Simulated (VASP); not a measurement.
# Zn (Im-3m) in VASP: further runs, part 2 of 2

VASP 6.6.1. Earlier steps stand in the parts before.

## 4. Single point, BLYP+D3(BJ)

This run uses another cell than the first one, of 14.56 Å³/atom, 1.072 times its volume.

File INCAR:

```
AGGAC = 1.0 ; AGGAX = 1.0
ALDAC = 0.0 ; ALDAX = 1.0
ALGO = Normal ; EDIFF = 1E-6
ENCUT = 520 ; GGA = B5
ISIF = 2 ; ISMEAR = -1
IVDW = 12 ; LASPH = T
LCHARG = F ; LREAL = F
LWAVE = F ; NBANDS = 12
NELM = 60 ; PREC = Accurate
SIGMA = 0.15 ; VDW_A1 = 0.4298
VDW_A2 = 4.2359 ; VDW_S6 = 1.0
VDW_S8 = 2.6996
```

File KPOINTS:

```
k-points
0
Gamma
  12 12 12
```

File POSCAR:

```
Zn
1.0
   -1.5383157098      1.5383157098      1.5383157098
    1.5383157098     -1.5383157098      1.5383157098
    1.5383157098      1.5383157098     -1.5383157098
Zn
1
Direct
    0.0000000000      0.0000000000      0.0000000000
```

Potentials or basis: VASP PAW PBE potentials, release 64 (Zn).

Launch:

```sh
$ cat potpaw_PBE.64/Zn/POTCAR > POTCAR
$ mpirun -np 1 vasp_std > vasp.out
```

OUTCAR:

```text
EDIFF = 1E-6
   ENCUT = 520
   GGA = B5
   ISIF = 2
   ISMEAR = -1
   IVDW = 12
   LASPH = T
   LREAL = F
   NELM = 60
   PREC = Accurate
 IVDW          = 12

 ion  position               nearest neighbor table
   1  0.000  0.000  0.000-

  LATTYP: Found a body centered cubic cell.
 ALAT       =     3.0766314196

  Lattice vectors:

 A1 = (  -1.5383157098,   1.5383157098,   1.5383157098)
 A2 = (   1.5383157098,  -1.5383157098,   1.5383157098)
 A3 = (   1.5383157098,   1.5383157098,  -1.5383157098)

Analysis of symmetry for initial positions (statically):
=====================================================================
 Subroutine PRICEL returns:
 Original cell was already a primitive cell.

 Routine SETGRP: Setting up the symmetry group for a
 body centered cubic supercell.

 Subroutine GETGRP returns: Found 48 space group operations
 (whereof 48 operations were pure point group operations)
 out of a pool of 48 trial point group operations.

The static configuration has the point symmetry O_h .

Analysis of symmetry for dynamics (positions and initial velocities):
=====================================================================
 Subroutine PRICEL returns:
 Original cell was already a primitive cell.

 Routine SETGRP: Setting up the symmetry group for a
 body centered cubic supercell.

 Subroutine GETGRP returns: Found 48 space group operations
 (whereof 48 operations were pure point group operations)
 out of a pool of 48 trial point group operations.

The dynamic configuration has the point symmetry O_h .

 Subroutine INISYM returns: Found 48 space group operations
 (whereof 48 operations are pure point group operations),
 and found     1 'primitive' translations

----------------------------------------------------------------------------------------

                                     Primitive cell

  volume of cell :      14.5612

  direct lattice vectors                    reciprocal lattice vectors
    -1.538315710  1.538315710  1.538315710     0.000000000  0.325030809  0.325030809
     1.538315710 -1.538315710  1.538315710     0.325030809  0.000000000  0.325030809
     1.538315710  1.538315710 -1.538315710     0.325030809  0.325030809  0.000000000

  length of vectors
     2.664440967  2.664440967  2.664440967     0.459662979  0.459662979  0.459662979

  position of ions in fractional coordinates (direct lattice)
     0.000000000  0.000000000  0.000000000

  ion indices of the primitive-cell ions
   primitive index   ion index
                 1           1

----------------------------------------------------------------------------------------

 KPOINTS: k-points

Automatic generation of k-mesh.
 Grid dimensions read from file:
 generate k-points for:   12   12   12

 Generating k-lattice:

  Cartesian coordinates                     Fractional coordinates (reciprocal lattice)
     0.000000000  0.027085901  0.027085901     0.083333333  0.000000000  0.000000000
     0.027085901  0.000000000  0.027085901     0.000000000  0.083333333  0.000000000
     0.027085901  0.027085901  0.000000000     0.000000000  0.000000000  0.083333333

  Length of vectors
     0.038305248  0.038305248  0.038305248

  Shift w.r.t. Gamma in fractional coordinates (k-lattice)
     0.000000000  0.000000000  0.000000000

 Subroutine IBZKPT returns following result:
 ===========================================

 Found     72 irreducible k-points:

 Following reciprocal coordinates:
            Coordinates               Weight
  0.000000  0.000000  0.000000      1.000000
  0.083333  0.000000  0.000000     12.000000
  0.166667  0.000000  0.000000     12.000000
  0.250000  0.000000  0.000000     12.000000
  0.333333  0.000000  0.000000     12.000000
  0.416667  0.000000  0.000000     12.000000
[... 16 lines left out ...]
  0.333333  0.083333  0.083333     24.000000
  0.416667  0.083333  0.083333     12.000000
 [... further k-points ...]
   k-points           NKPTS =     72   k-points in BZ     NKDIM =     72   number of bands    NBANDS=     12
   number of dos      NEDOS =    301   number of ions     NIONS =      1
   total plane-waves  NPLWV =   8000
   dimension x,y,z NGX =    20 NGY =   20 NGZ =   20
   dimension x,y,z NGXF=    40 NGYF=   40 NGZF=   40
   ions per type =               1
   NGX,Y,Z   is equivalent  to a cutoff of  12.48, 12.48, 12.48 a.u.
   NGXF,Y,Z  is equivalent  to a cutoff of  24.96, 24.96, 24.96 a.u.
 SYSTEM =  unknown system
   PREC   = accura    normal or accurate (medium, high low for compatibility)
   ISTART =      0    job   : 0-new  1-cont  2-samecut
   ICHARG =      2    charge: 1-file 2-atom 10-const
   ISPIN  =      1    spin polarized calculation?
   LNONCOLLINEAR =      F non collinear calculations
   LSORBIT =      F    spin-orbit coupling
   LASPH  =      T    aspherical Exc in radial PAW
   ENCUT  =  520.0 eV  38.22 Ry    6.18 a.u.   4.95  4.95  4.95*2*pi/ulx,y,z
   NELM   =     60;   NELMIN=  2; NELMDL= -5     # of ELM steps
   EDIFF  = 0.1E-05   stopping-criterion for ELM
   LREAL  =      F    real-space projection
   EDIFFG = 0.1E-04   stopping-criterion for IOM
   NSW    =      0    number of steps for IOM
   IBRION =     -1    ionic relax: 0-MD 1-quasi-New 2-CG
   NFREE  =      0    steps in history (QN), initial steepest desc. (CG)
   ISIF   =      2    stress and relaxation
   ISYM   =      2    0-nonsym 1-usesym 2-fastsym
   POTIM  = 0.5000    time-step for ionic-motion
   TEBEG  =    0.0;   TEEND  =   0.0 temperature during run
   PSTRESS=    0.0 pullay stress
   NELECT =      12.0000    total number of electrons
   NUPDOWN=      -1.0000    fix difference up-down
   EMIN   =  10.00;   EMAX   =-10.00  energy-range for DOS
   EFERMI =   0.00;   METHOD = LEGACY
   ISMEAR =    -1;   SIGMA  =   0.15  broadening in eV -4-tet -1-fermi 0-gaus
   EFERMI_NEDOS =   21; number of points for ismear=-14 and -15
   IALGO  =     38    algorithm
   IMIX   =      4    mixing-type and parameters
     AMIX     =   0.40;   BMIX     =  1.00
     AMIX_MAG =   1.60;   BMIX_MAG =  1.00
  volume/ion in A,a.u.               =      14.56        98.26
  Fermi-wavevector in a.u.,A,eV,Ry     =   1.534864  2.900472 32.052688  2.355806
  Thomas-Fermi vector in A             =   2.641732
   LORBIT       =      0    0 simple, 1 ext, 2 COOP (PROOUT), +10 PAW based schemes
   GGA     = B5    functional components
   LHFCALC =     F    Hartree Fock is set to
   AEXX    =    0.0000 exact exchange contribution
   IVDW    =    12    specifies the selected vdW correction
   LEPSILON=     F    determine dielectric tensor
   LRPA    =     F    only Hartree local field effects (RPA)
 non-spin polarized calculation
  energy-cutoff  :      520.00
  volume of cell :       14.56
 maximum number of plane-waves:       402
   NGX =  9   NGY =  9   NGZ =  9

 number of electron      12.0000002 magnetization

 Free energy of the ion-electron system (eV)
  ---------------------------------------------------
  ext. energy  EPLUGINS =         0.00000000
  ---------------------------------------------------
  free energy    TOTEN  =        -0.21655663 eV

  energy without entropy =       -0.19100857  energy(sigma->0) =       -0.20378260

 E-fermi :   4.0297     XC(G=0): -11.2496

 val. band max:        3.9638468318   @ k =   0.4167   0.0833  -0.0000
 cond. band min:       4.0713018346   @ k =   0.3333   0.2500   0.0833
 fundamental gap:      0.1074550028
 Fermi energy:         4.0296749632

 k-point     1 :       0.0000    0.0000    0.0000
  band No.  band energies     occupation
      1      -6.7801      2.00000
      2      -4.1129      2.00000
      3      -4.1129      2.00000
      4      -4.1129      2.00000
      5      -3.5608      2.00000
      6      -3.5608      2.00000
      7      23.5657      0.00000
      8      23.5658      0.00000
      9      23.5658      0.00000
     10      25.6048      0.00000
     11      25.6048      0.00000
     12      25.6048      0.00000
[... 331 lines left out ...]
 k-point    24 :       0.4167    0.0833    0.0833
  band No.  band energies     occupation
      1      -4.6656      2.00000
      2      -4.4361      2.00000
      3      -3.5724      2.00000
      4      -3.5245      2.00000
      5      -3.4461      2.00000
      6       1.9641      2.00000
      7       3.2895      1.98571
      8      12.7868      0.00000
      9      13.6303      0.00000
     10      24.2590      0.00000
     11      25.1184      0.00000
     12      33.2425      0.00000

 [... further k-points ...]

------------------------ aborting loop because EDIFF is reached ----------------------------------------

 Edisp (eV)   -0.94052

 E8    (eV) :    -0.6792

  FORCE on cell =-STRESS in cart. coord.  units (eV):
  Direction    XX          YY          ZZ          XY          YZ          ZX
  --------------------------------------------------------------------------------------
  -------------------------------------------------------------------------------------
  Total       0.03482     0.03482     0.03482    -0.00000     0.00000    -0.00000
  in kB       3.83176     3.83176     3.83176    -0.00000     0.00000    -0.00000
  external pressure =        3.83 kB  Pullay stress =        0.00 kB

 VOLUME and BASIS-vectors are now :
 -----------------------------------------------------------------------------
  energy-cutoff  :      520.00
  volume of cell :       14.56
      direct lattice vectors                 reciprocal lattice vectors
    -1.538315710  1.538315710  1.538315710     0.000000000  0.325030809  0.325030809
     1.538315710 -1.538315710  1.538315710     0.325030809  0.000000000  0.325030809
     1.538315710  1.538315710 -1.538315710     0.325030809  0.325030809  0.000000000

 POSITION                                       TOTAL-FORCE (eV/Angst)
 -----------------------------------------------------------------------------------
      0.00000      0.00000      0.00000         0.000000      0.000000     -0.000000
 -----------------------------------------------------------------------------------
    total drift:                                0.000000     -0.000000      0.000000

  FREE ENERGIE OF THE ION-ELECTRON SYSTEM (eV)
  ---------------------------------------------------
  free  energy   TOTEN  =        -1.1570716356 eV

  energy  without entropy=       -1.1315235791  energy(sigma->0) =       -1.14429761
```

OSZICAR:

```text
N       E                     dE             d eps       ncg     rms          rms(c)
DAV:   1     0.419991516322E+02    0.41999E+02   -0.65361E+03  1828   0.159E+03
DAV:   2     0.900507419886E+00   -0.41099E+02   -0.39005E+02  1784   0.214E+02
DAV:   3    -0.326247297281E+00   -0.12268E+01   -0.12251E+01  2024   0.370E+01
DAV:   4    -0.329035098530E+00   -0.27878E-02   -0.27877E-02  1920   0.171E+00
DAV:   5    -0.329037132503E+00   -0.20340E-05   -0.20335E-05  1940   0.449E-02    0.296E+00
DAV:   6    -0.225535243088E+00    0.10350E+00   -0.51634E-01  1948   0.147E+01    0.211E+00
DAV:   7    -0.219201782623E+00    0.63335E-02   -0.95720E-03  1844   0.191E+00    0.108E+00
DAV:   8    -0.216535511920E+00    0.26663E-02   -0.13560E-03  2116   0.481E-01    0.259E-02
DAV:   9    -0.216553884376E+00   -0.18372E-04   -0.10050E-04  2284   0.127E-01    0.215E-02
DAV:  10    -0.216556779402E+00   -0.28950E-05   -0.73771E-06  1816   0.363E-02    0.213E-03
DAV:  11    -0.216556625003E+00    0.15440E-06   -0.13580E-07  1068   0.670E-03
   1 F= -.11570716E+01 E0= -.11442976E+01  d E =-.255481E-01
```

stdout:

```text
POSCAR found type information on POSCAR Zn
 POSCAR found :  1 types and       1 ions
 scaLAPACK will be used
 -----------------------------------------------------------------------------
|                                                                             |
|                                                                             |
|     You enforced a specific xc type in the INCAR file but a different       |
|     I HOPE YOU KNOW WHAT YOU ARE DOING!                                     |
|                                                                             |
 -----------------------------------------------------------------------------

 LDA part: xc-table for (Slater(with rela. corr.)+VWN5), standard interpolation
 POSCAR, INCAR and KPOINTS ok, starting setup
 FFT: planning ... GRIDC
 FFT: planning ... GRID_SOFT
 FFT: planning ... GRID
 WAVECAR not read
 entering main loop
```

Run time: 10 s. Hardware: 1 thread of Intel Xeon Platinum 8559C (Emerald Rapids), shared host; peak memory 0.13 GiB.

Results:

```
Free energy                : -1.1571 eV
Pressure                   : 0.4 GPa
Band gap on the k mesh     : zero (band 6 reaches 8.25 eV, above the bottom of band 7 at 3.00 eV)
Dispersion energy per atom : -0.941 eV
```

Caveat: the PAW data sets were made with another functional, which shifts forces and pressure a little; pairwise dispersion overbinds metals, which lowers pressure and volume.

## 5. Overview

| level | cell | gap on the mesh (eV) | pressure (GPa) |
| --- | --- | --- | --- |
| PBEsol+D3(BJ) | a = 2.604 Å, angles 109.5°, 1 atom | none | 0.5 |
| PBEsol | a = 2.649 Å, angles 109.5°, 1 atom | none | 0.4 |
| BLYP+D3(BJ) | a = 2.664 Å, angles 109.5°, 1 atom | none | 0.4 |

Alike in all rows: task single point; potentials or basis VASP PAW PBE potentials, release 64 (Zn); no spin polarisation; k mesh 12 × 12 × 12; cutoff (eV) 520; smearing fermi-dirac 0.15 eV.

Caveats: the PAW data sets were made with another functional, which shifts forces and pressure a little; pairwise dispersion overbinds metals, which lowers pressure and volume (some runs).

Total energies depend on the potentials used, so only differences within one code and one set of settings carry meaning.
